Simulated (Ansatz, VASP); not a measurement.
**Two plane-wave programs on Hf**

```
CELL_PARAMETERS angstrom
3.44354 0.00000 0.00000
-1.72177 2.98219 0.00000
0.00000 0.00000 4.35868
ATOMIC_POSITIONS crystal
Hf 0.33333 0.66667 0.25000
Hf 0.66667 0.33333 0.75000
```

Alike in both runs: task single point; functional PBE; k mesh 18 × 18 × 10; occupations gaussian, width 0.15 eV; no spin polarisation.

|  | VASP | Ansatz |
| --- | --- | --- |
| version | VASP 6.6.1 | Ansatz 0.2.0 |
| potentials or method | VASP PAW PBE potentials, release 64 (Hf_pv), cutoff 520 eV | scalar-relativistic, plane waves, PAW |
| valence electrons in the cell | 20 | 52 |

```tsv
	VASP	Ansatz	Ansatz less VASP
gap on the k mesh at the Fermi level (eV)	none	none	-
pressure (GPa)	2.6	3.0	+0.44
traceless stress, the component that is largest in VASP (GPa)	13.52	13.56	+0.040
```

A gap of «none» marks a metal or a gap that the smearing closes. The functional is the same, so the differences come from potentials, cutoffs and numerics. VASP's potentials hold 20 valence electrons a cell and Ansatz's 52, so a difference there can come from the potentials and not from the codes.

Spin-orbit coupling is off throughout.
